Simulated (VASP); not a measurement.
# MnS (R-3m) in VASP: notebook

MnS is run at these levels: PBE; tasks: single point.

Program: VASP 6.6.1. These are calculated values, not measurements. Logs are shortened: lines on timing, memory, paths and dates and some standing lists are left out, and cuts for length are marked.

## (1) The cell of the first run

Symmetry: R-3m, No. 166, trigonal system. The conventional cell has a = 3.660 Å, b = 3.660 Å, c = 8.913 Å, α = 90.00°, β = 90.00°, γ = 120.00°. Mn (site symmetry -3m) has 6 S at 2.58 Å within 3.4 Å. S (site symmetry -3m) has 6 Mn at 2.58 Å within 3.4 Å.

## (2) Single point, PBE, collinear spin, ferromagnetic start

File INCAR:

```
PREC = Accurate
ENCUT = 600
EDIFF = 1E-6
ISMEAR = -1
SIGMA = 0.05
LREAL = False
LASPH = True
NELM = 200
ALGO = Normal
ISIF = 2
LWAVE = False
LCHARG = False
ISPIN = 2
MAGMOM = 3 0
LORBIT = 11
NUPDOWN = 3.0
LMAXMIX = 4
GGA = PE
NBANDS = 22
GGA_COMPAT = False
```

File KPOINTS:

```
Automatic mesh
0
Gamma
  8 8 8
```

File POSCAR:

```
MnS
1.0
    1.8299960138      1.0565486912      2.9709202777
   -1.8299960138      1.0565486912      2.9709202777
    0.0000000000     -2.1130973823      2.9709202777
Mn S
1 1
Direct
    0.0000000000      0.0000000000      0.0000000000
    0.5000000000      0.5000000000      0.5000000000
```

Potentials or basis: VASP PAW PBE potentials, release 64 (Mn_sv, S).

Started as:

```console
$ cat potpaw_PBE.64/Mn_sv/POTCAR potpaw_PBE.64/S/POTCAR > POTCAR
$ mpirun -np 1 vasp_std > vasp.out
```

OUTCAR:

```text
PREC = Accurate
   ENCUT = 600
   EDIFF = 1E-6
   ISMEAR = -1
   LREAL = False
   LASPH = True
   NELM = 200
   ISIF = 2
   ISPIN = 2
   LORBIT = 11
   NUPDOWN = 3.0
   GGA = PE

 ion  position               nearest neighbor table
   1  0.000  0.000  0.000-   2 2.58   2 2.58   2 2.58   2 2.58   2 2.58   2 2.58
   2  0.500  0.500  0.500-   1 2.58   1 2.58   1 2.58   1 2.58   1 2.58   1 2.58

  LATTYP: Found a trigonal (rhomboedric) cell.
 ALAT       =     3.6457575130
 COS(alpha) =     0.4960879726

  Lattice vectors:

 A1 = (   1.8299960138,   1.0565486912,   2.9709202777)
 A2 = (  -1.8299960138,   1.0565486912,   2.9709202777)
 A3 = (   0.0000000000,  -2.1130973823,   2.9709202777)

Analysis of symmetry for initial positions (statically):
=====================================================================
 Subroutine PRICEL returns:
 Original cell was already a primitive cell.

 Routine SETGRP: Setting up the symmetry group for a
 trigonal (rhombohedral) supercell.

 Subroutine GETGRP returns: Found 12 space group operations
 (whereof 12 operations were pure point group operations)
 out of a pool of 12 trial point group operations.

The static configuration has the point symmetry D_3d.

Analysis of symmetry for dynamics (positions and initial velocities):
=====================================================================
 Subroutine PRICEL returns:
 Original cell was already a primitive cell.

 Routine SETGRP: Setting up the symmetry group for a
 trigonal (rhombohedral) supercell.

 Subroutine GETGRP returns: Found 12 space group operations
 (whereof 12 operations were pure point group operations)
 out of a pool of 12 trial point group operations.

The dynamic configuration has the point symmetry D_3d.

Analysis of structural, dynamic, and magnetic symmetry:
=====================================================================
 Subroutine PRICEL returns:
 Original cell was already a primitive cell.

 Routine SETGRP: Setting up the symmetry group for a
 trigonal (rhombohedral) supercell.

 Subroutine GETGRP returns: Found 12 space group operations
 (whereof 12 operations were pure point group operations)
 out of a pool of 12 trial point group operations.

The overall configuration has the point symmetry D_3d.

 Subroutine INISYM returns: Found 12 space group operations
 (whereof 12 operations are pure point group operations),
 and found     1 'primitive' translations

[... 110 lines left out ...]
   EFERMI_NEDOS =   21; number of points for ismear=-14 and -15
   IALGO  =     38    algorithm
   IMIX   =      4    mixing-type and parameters
     AMIX     =   0.40;   BMIX     =  1.00
     AMIX_MAG =   1.60;   BMIX_MAG =  1.00
  volume/ion in A,a.u.               =      17.23       116.29
  Fermi-wavevector in a.u.,A,eV,Ry     =   1.387887  2.622725 26.207937  1.926229
  Thomas-Fermi vector in A             =   2.512065
   LORBIT       =     11    0 simple, 1 ext, 2 COOP (PROOUT), +10 PAW based schemes
   GGA     = PE    functional components
   LHFCALC =     F    Hartree Fock is set to
   AEXX    =    0.0000 exact exchange contribution
   IVDW    =     0    specifies the selected vdW correction
   LEPSILON=     F    determine dielectric tensor
   LRPA    =     F    only Hartree local field effects (RPA)
 spin polarized calculation
  energy-cutoff  :      600.00
  volume of cell :       34.47
 maximum number of plane-waves:      1173
 NGX is ok and might be reduce to    30
   NGX = 15   NGY = 15   NGZ = 15

 number of electron      20.9999992 magnetization       2.9999998

 Free energy of the ion-electron system (eV)
  ---------------------------------------------------
  ext. energy  EPLUGINS =         0.00000000
  ---------------------------------------------------
  free energy    TOTEN  =       -13.49043943 eV

  energy without entropy =      -13.46973752  energy(sigma->0) =      -13.48008848

 E-fermi :   8.3733     XC(G=0): -10.8532

 val. band max:        8.3667022724   @ k =   0.1250   0.0000   0.0000
 cond. band min:       7.2573330279   @ k =   0.5000   0.5000   0.2500
 fundamental gap:     -1.1093692445
 Fermi energy:         7.2051302911

 spin component 1

 k-point     1 :       0.0000    0.0000    0.0000
  band No.  band energies     occupation
      1     -73.0619      1.00000
      2     -41.8116      1.00000
      3     -41.8116      1.00000
      4     -41.8115      1.00000
      5      -6.8608      1.00000
      6       5.2576      1.00000
[... 589 lines left out ...]
     21      24.8071      0.00000
     22      25.9277      0.00000

 [... further k-points ...]

 spin component 2

 k-point     1 :       0.0000    0.0000    0.0000
  band No.  band energies     occupation
      1     -69.8437      1.00000
      2     -38.6567      1.00000
      3     -38.6567      1.00000
      4     -38.6536      1.00000
      5      -6.8877      1.00000
      6       5.8443      1.00000
[... 589 lines left out ...]
     21      25.2467      0.00000
     22      26.3041      0.00000

 [... further k-points ...]
[... 5 lines left out ...]
  --------------------------------------------------------------------------------------
  -------------------------------------------------------------------------------------
  Total       -3.6008370     -3.6008370     -3.5148312      0.0000000     -0.0000000      0.0000000
  in kB     -167.3910125   -167.3910125   -163.3928884      0.0000000     -0.0000000      0.0000000
  external PRESSURE =    -166.0583045 kB  Pullay stress =       0.0000000 kB

 VOLUME and BASIS-vectors are now :
 -----------------------------------------------------------------------------
  energy-cutoff  :      600.00
  volume of cell :       34.47
      direct lattice vectors                 reciprocal lattice vectors
     1.829996014  1.056548691  2.970920278     0.273224639  0.157746319  0.112198680
    -1.829996014  1.056548691  2.970920278    -0.273224639  0.157746319  0.112198680
     0.000000000 -2.113097382  2.970920278     0.000000000 -0.315492638  0.112198680

 POSITION                                       TOTAL-FORCE (eV/Angst)
 -----------------------------------------------------------------------------------
      0.00000      0.00000      0.00000         0.000000      0.000000     -0.000000
      0.00000      0.00000      4.45638        -0.000000     -0.000000      0.000000
 -----------------------------------------------------------------------------------
    total drift:                                0.000000      0.000000      0.000000

  FREE ENERGIE OF THE ION-ELECTRON SYSTEM (eV)
  ---------------------------------------------------
  free  energy   TOTEN  =       -13.4904394350 eV

  energy  without entropy=      -13.4697375238  energy(sigma->0) =      -13.48008848

 total charge

# of ion       s       p       d       tot
------------------------------------------
    1        2.120   5.998   4.719  12.838
    2        1.328   2.323   0.000   3.651
--------------------------------------------------
tot          3.448   8.321   4.719  16.489

 magnetization (x)

# of ion       s       p       d       tot
------------------------------------------
    1        0.026   0.009   2.821   2.856
    2        0.008  -0.088   0.000  -0.081
--------------------------------------------------
tot          0.034  -0.079   2.821   2.776
```

OSZICAR:

```text
N       E                     dE             d eps       ncg     rms          rms(c)
DAV:   1     0.257322396678E+03    0.25732E+03   -0.11480E+04  6390   0.124E+03
DAV:   2     0.189685609739E+01   -0.25543E+03   -0.24175E+03  5822   0.388E+02
DAV:   3    -0.136621397072E+02   -0.15559E+02   -0.15296E+02  7794   0.108E+02
DAV:   4    -0.146620952290E+02   -0.99996E+00   -0.99003E+00  9570   0.243E+01
DAV:   5    -0.146697614165E+02   -0.76662E-02   -0.76640E-02  7512   0.204E+00    0.113E+01
DAV:   6    -0.143670177053E+02    0.30274E+00   -0.12906E+01  8314   0.479E+01    0.183E+01
DAV:   7    -0.134939968830E+02    0.87302E+00   -0.31104E+00  7642   0.313E+01    0.565E+00
DAV:   8    -0.134914365742E+02    0.25603E-02   -0.86194E-02  6978   0.215E+00    0.237E+00
DAV:   9    -0.134904255723E+02    0.10110E-02   -0.18207E-02 10150   0.120E+00    0.530E-01
DAV:  10    -0.134902843144E+02    0.14126E-03   -0.27173E-03  8778   0.824E-01    0.173E-01
DAV:  11    -0.134903952584E+02   -0.11094E-03   -0.23459E-04  7792   0.130E-01    0.101E-01
DAV:  12    -0.134904161347E+02   -0.20876E-04   -0.33120E-05  8266   0.952E-02    0.576E-02
DAV:  13    -0.134904377646E+02   -0.21630E-04   -0.16087E-05  7164   0.327E-02    0.156E-02
DAV:  14    -0.134904393276E+02   -0.15630E-05   -0.24010E-06  7932   0.172E-02    0.429E-03
DAV:  15    -0.134904394350E+02   -0.10738E-06   -0.89138E-08  4480   0.415E-03
   1 F= -.13490439E+02 E0= -.13480088E+02  d E =-.207019E-01  mag=     3.0000
```

stdout:

```text
POSCAR found type information on POSCAR MnS
 POSCAR found :  2 types and       2 ions
 scaLAPACK will be used
 LDA part: xc-table for (Slater+PW92), standard interpolation
 POSCAR, INCAR and KPOINTS ok, starting setup
 FFT: planning ... GRIDC
 FFT: planning ... GRID_SOFT
 FFT: planning ... GRID
 WAVECAR not read
 entering main loop
```

It took 64 s on 1 thread of Intel Xeon 6975P-C (Granite Rapids), shared host; peak memory 0.24 GiB.

What came out:

- Free energy: -13.4904 eV
- Pressure: -16.6 GPa
- Net moment: 3.00 μB per cell
- Site moments: Mn +2.86; S -0.08 μB
- Valence electrons inside the program's atomic spheres: Mn 12.84; S 3.65

Stress tensor (GPa, compression positive):
```
-16.74   0.00   0.00
  0.00 -16.74   0.00
  0.00   0.00 -16.34
```

Caveat: the cell stands under tension; the total moment is fixed, so each spin has its own Fermi level; a cell with one magnetic atom can't hold antiferromagnetic order, which such compounds often take.

## (3) Single point, PBE, collinear spin, ferromagnetic start

File INCAR:

```
ALGO = Normal
EDIFF = 1E-6
ENCUT = 600
GGA = PE
GGA_COMPAT = False
ISIF = 2
ISMEAR = -1
ISPIN = 2
LASPH = True
LCHARG = False
LMAXMIX = 4
LORBIT = 11
LREAL = False
LWAVE = False
MAGMOM = 1 0
NBANDS = 22
NELM = 200
NUPDOWN = 1.0
PREC = Accurate
SIGMA = 0.05
```

File KPOINTS:

```
k-points
0
Gamma
  8 8 8
```

POSCAR is that of step 2.

Potentials or basis: VASP PAW PBE potentials, release 64 (Mn_sv, S).

Started as:

```console
$ cat potpaw_PBE.64/Mn_sv/POTCAR potpaw_PBE.64/S/POTCAR > POTCAR
$ mpirun -np 1 vasp_std > vasp.out
```

It took 2.5 min on 1 thread of AMD EPYC 7R43 (Zen 3), shared host; peak memory 0.21 GiB.

Results (log left out):

```yaml
Free_energy: -12.5294 eV
Pressure: -17.9 GPa
Net_moment: 1.00 μB per cell
Site_moments: Mn +0.98; S +0.00 μB
Valence_electrons_inside_the_program's_atomic_spheres: Mn 12.85; S 3.65
```

Stress tensor (GPa, compression positive):
```
-18.00   0.00   0.00
  0.00 -18.00   0.00
  0.00   0.00 -17.68
```

Caveat: the cell stands under tension; the total moment is fixed, so each spin has its own Fermi level; a cell with one magnetic atom can't hold antiferromagnetic order, which such compounds often take.

## (4) Single point, PBE, collinear spin, ferromagnetic start

File INCAR:

```
SYSTEM = MnS
PREC = Accurate
ENCUT = 600
EDIFF = 1E-6
ISMEAR = -1
SIGMA = 0.05
LREAL = .FALSE.
LASPH = .TRUE.
NELM = 200
ALGO = Normal
ISIF = 2
LWAVE = .FALSE.
LCHARG = .FALSE.
ISPIN = 2
MAGMOM = 5 0
LORBIT = 11
NUPDOWN = 5.0
LMAXMIX = 4
GGA = PE
NBANDS = 22
GGA_COMPAT = .FALSE.
```

File KPOINTS:

```
Automatic mesh
0
G
  8 8 8
  0 0 0
```

POSCAR is that of step 3.

Potentials or basis: VASP PAW PBE potentials, release 64 (Mn_sv, S).

Started as:

```console
$ cat potpaw_PBE.64/Mn_sv/POTCAR potpaw_PBE.64/S/POTCAR > POTCAR
$ mpirun -np 1 vasp_std > vasp.out
```

OUTCAR:

```text
SYSTEM = MnS
   PREC = Accurate
   ENCUT = 600
   EDIFF = 1E-6
   ISMEAR = -1
   LREAL = .FALSE.
   LASPH = .TRUE.
   NELM = 200
   ISIF = 2
   ISPIN = 2
   LORBIT = 11
   NUPDOWN = 5.0
   GGA = PE

 ion  position               nearest neighbor table
   1  0.000  0.000  0.000-   2 2.58   2 2.58   2 2.58   2 2.58   2 2.58   2 2.58
   2  0.500  0.500  0.500-   1 2.58   1 2.58   1 2.58   1 2.58   1 2.58   1 2.58

  LATTYP: Found a trigonal (rhomboedric) cell.
 ALAT       =     3.6457575130
 COS(alpha) =     0.4960879726

  Lattice vectors:

 A1 = (   1.8299960138,   1.0565486912,   2.9709202777)
 A2 = (  -1.8299960138,   1.0565486912,   2.9709202777)
[... 1414 lines left out ...]

 VOLUME and BASIS-vectors are now :
 -----------------------------------------------------------------------------
  energy-cutoff  :      600.00
  volume of cell :       34.47
      direct lattice vectors                 reciprocal lattice vectors
     1.829996014  1.056548691  2.970920278     0.273224639  0.157746319  0.112198680
    -1.829996014  1.056548691  2.970920278    -0.273224639  0.157746319  0.112198680
     0.000000000 -2.113097382  2.970920278     0.000000000 -0.315492638  0.112198680

 POSITION                                       TOTAL-FORCE (eV/Angst)
 -----------------------------------------------------------------------------------
      0.00000      0.00000      0.00000        -0.000000      0.000000     -0.000000
      0.00000      0.00000      4.45638         0.000000      0.000000      0.000000
 -----------------------------------------------------------------------------------
    total drift:                                0.000000      0.000000      0.000000

  FREE ENERGIE OF THE ION-ELECTRON SYSTEM (eV)
  ---------------------------------------------------
  free  energy   TOTEN  =       -14.0549363412 eV

  energy  without entropy=      -14.0547970407  energy(sigma->0) =      -14.05486669

 total charge

# of ion       s       p       d       tot
------------------------------------------
    1        2.128   6.011   4.641  12.780
    2        1.324   2.437   0.000   3.761
--------------------------------------------------
tot          3.451   8.448   4.641  16.540

 magnetization (x)

# of ion       s       p       d       tot
------------------------------------------
    1        0.037   0.020   4.135   4.193
    2        0.030   0.142   0.000   0.171
--------------------------------------------------
tot          0.067   0.162   4.135   4.364
```

stdout:

```text
POSCAR found type information on POSCAR MnS
 POSCAR found :  2 types and       2 ions
 scaLAPACK will be used
 LDA part: xc-table for (Slater+PW92), standard interpolation
 POSCAR, INCAR and KPOINTS ok, starting setup
 FFT: planning ... GRIDC
 FFT: planning ... GRID_SOFT
 FFT: planning ... GRID
 WAVECAR not read
 entering main loop
```

Wall time 2 min (1 thread of AMD EPYC 7R43 (Zen 3), shared host); peak memory 0.21 GiB.

Results:

| Property | Result |
| --- | --- |
| Free energy | -14.0549 eV |
| Pressure | 2.2 GPa |
| Net moment | 5.00 μB per cell |
| Site moments | Mn +4.19; S +0.17 μB |
| Valence electrons inside the program's atomic spheres | Mn 12.78; S 3.76 |

Caveat: the total moment is fixed, so each spin has its own Fermi level; a cell with one magnetic atom can't hold antiferromagnetic order, which such compounds often take.

## (5) Single point, PBE, collinear spin, ferromagnetic start

File INCAR:

```
SYSTEM = MnS
ALGO = Normal ; EDIFF = 1E-6
ENCUT = 600 ; GGA = PE
GGA_COMPAT = .FALSE. ; ISIF = 2
ISMEAR = -1 ; ISPIN = 2
LASPH = .TRUE. ; LCHARG = .FALSE.
LMAXMIX = 4 ; LORBIT = 11
LREAL = .FALSE. ; LWAVE = .FALSE.
MAGMOM = 4 0 ; NBANDS = 22
NELM = 200 ; NUPDOWN = 4.0
PREC = Accurate ; SIGMA = 0.05
```

File KPOINTS:

```
k-points
0
G
  8 8 8
  0 0 0
```

POSCAR is that of step 4.

Potentials or basis: VASP PAW PBE potentials, release 64 (Mn_sv, S).

Started as:

```console
$ cat potpaw_PBE.64/Mn_sv/POTCAR potpaw_PBE.64/S/POTCAR > POTCAR
$ mpirun -np 1 vasp_std > vasp.out
```

OUTCAR:

```text
SYSTEM = MnS
   EDIFF = 1E-6
   ENCUT = 600
   GGA = PE
   ISIF = 2
   ISMEAR = -1
   ISPIN = 2
   LASPH = .TRUE.
   LORBIT = 11
   LREAL = .FALSE.
   NELM = 200
   NUPDOWN = 4.0
   PREC = Accurate

 ion  position               nearest neighbor table
   1  0.000  0.000  0.000-   2 2.58   2 2.58   2 2.58   2 2.58   2 2.58   2 2.58
   2  0.500  0.500  0.500-   1 2.58   1 2.58   1 2.58   1 2.58   1 2.58   1 2.58

  LATTYP: Found a trigonal (rhomboedric) cell.
 ALAT       =     3.6457575130
 COS(alpha) =     0.4960879726

  Lattice vectors:

 A1 = (   1.8299960138,   1.0565486912,   2.9709202777)
 A2 = (  -1.8299960138,   1.0565486912,   2.9709202777)
[... 1414 lines left out ...]

 VOLUME and BASIS-vectors are now :
 -----------------------------------------------------------------------------
  energy-cutoff  :      600.00
  volume of cell :       34.47
      direct lattice vectors                 reciprocal lattice vectors
     1.829996014  1.056548691  2.970920278     0.273224639  0.157746319  0.112198680
    -1.829996014  1.056548691  2.970920278    -0.273224639  0.157746319  0.112198680
     0.000000000 -2.113097382  2.970920278     0.000000000 -0.315492638  0.112198680

 POSITION                                       TOTAL-FORCE (eV/Angst)
 -----------------------------------------------------------------------------------
      0.00000      0.00000      0.00000        -0.000000      0.000000      0.000000
      0.00000      0.00000      4.45638         0.000000      0.000000      0.000000
 -----------------------------------------------------------------------------------
    total drift:                                0.000000      0.000000      0.000000

  FREE ENERGIE OF THE ION-ELECTRON SYSTEM (eV)
  ---------------------------------------------------
  free  energy   TOTEN  =       -14.0074673524 eV

  energy  without entropy=      -13.9941698139  energy(sigma->0) =      -14.00081858

 total charge

# of ion       s       p       d       tot
------------------------------------------
    1        2.124   6.005   4.680  12.809
    2        1.330   2.363   0.000   3.692
--------------------------------------------------
tot          3.454   8.367   4.680  16.501

 magnetization (x)

# of ion       s       p       d       tot
------------------------------------------
    1        0.033   0.015   3.560   3.609
    2        0.019  -0.021   0.000  -0.002
--------------------------------------------------
tot          0.052  -0.006   3.560   3.607
```

stdout:

```text
POSCAR found type information on POSCAR MnS
 POSCAR found :  2 types and       2 ions
 scaLAPACK will be used
 LDA part: xc-table for (Slater+PW92), standard interpolation
 POSCAR, INCAR and KPOINTS ok, starting setup
 FFT: planning ... GRIDC
 FFT: planning ... GRID_SOFT
 FFT: planning ... GRID
 WAVECAR not read
 entering main loop
```

Run time: 64 s. Hardware: 1 thread of Intel Xeon 6975P-C (Granite Rapids), shared host; peak memory 0.24 GiB.

Results:

```
Free energy                                           : -14.0075 eV
Pressure                                              : -9.3 GPa
Net moment                                            : 4.00 μB per cell
Site moments                                          : Mn +3.61; S -0.00 μB
Valence electrons inside the program's atomic spheres : Mn 12.81; S 3.69
```

Stress tensor (GPa, compression positive):
```
-9.41  0.00  0.00
 0.00 -9.41  0.00
 0.00  0.00 -9.02
```

Caveat: the cell stands under tension; the total moment is fixed, so each spin has its own Fermi level; a cell with one magnetic atom can't hold antiferromagnetic order, which such compounds often take.

(Part 1 of 2 ends here.)
